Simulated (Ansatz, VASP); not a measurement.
# NaI: VASP beside Ansatz

```
Na I
1.0
     0.00000    3.21866    3.21866
     3.21866    0.00000    3.21866
     3.21866    3.21866    0.00000
Na I
1 1
Direct
  0.00000 0.00000 0.00000
  0.50000 0.50000 0.50000
```

Alike in both runs: task relaxation of cell and atoms; functional PBE; k mesh 6 × 6 × 6; occupations gaussian, width 0.02 eV; no spin polarisation.

```csv
,VASP,Ansatz
version,VASP 6.6.1,Ansatz 0.2.0
potentials or method,"VASP PAW PBE potentials, release 64 (Na_pv, I), cutoff 600 eV","scalar-relativistic, plane waves, PAW"
valence electrons in the cell,14,26
```

VASP gave:

| Property | Result |
| --- | --- |
| gap on the k mesh at the Fermi level, each at its own relaxed structure (eV) | 3.56 |
| relaxed volume (Å³/atom) | 34.92 |
| relaxed cell length with the largest relative difference (Å) | 4.623 |

Q: Which values does Ansatz return?

A: gap on the k mesh at the Fermi level, each at its own relaxed structure (eV): 3.58; relaxed volume (Å³/atom): 34.74; relaxed cell length with the largest relative difference (Å): 4.615.

VASP's potentials hold 14 valence electrons a cell and Ansatz's 26, so a difference there can come from the potentials and not from the codes.

Neither program's run includes spin-orbit coupling.
